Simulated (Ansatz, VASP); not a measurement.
TiB: VASP beside Ansatz

```
Ti B
1.0
     2.54255    0.00000    0.00000
     0.00000    2.54255    0.00000
     0.00000    0.00000    3.20256
Ti B
1 1
Direct
  0.50000 0.50000 0.50000
  0.00000 0.00000 0.00000
```

Alike in both runs: task relaxation of cell and atoms; functional PBEsol; k mesh 16 × 16 × 14; occupations gaussian, width 0.1 eV; no spin polarisation.

|  | VASP | Ansatz |
| --- | --- | --- |
| version | VASP 6.6.1 | Ansatz 0.2.0 |
| potentials or method | VASP PAW PBE potentials, release 64 (Ti_sv, B), cutoff 500 eV | scalar-relativistic, plane waves, PAW |
| valence electrons in the cell | 15 | 15 |

VASP gave:

```
gap on the k mesh at the Fermi level, each at its own relaxed structure (eV) : none
relaxed volume (Å³/atom)                                                     : 10.33
relaxed cell length with the largest relative difference (Å)                 : 3.193
```

Problem. Estimate Ansatz's values.

Solution. gap on the k mesh at the Fermi level, each at its own relaxed structure (eV): none; relaxed volume (Å³/atom): 10.33; relaxed cell length with the largest relative difference (Å): 3.192.

VASP's potentials were made for PBE, not for PBEsol. A gap of «none» marks a metal or a gap that the smearing closes.
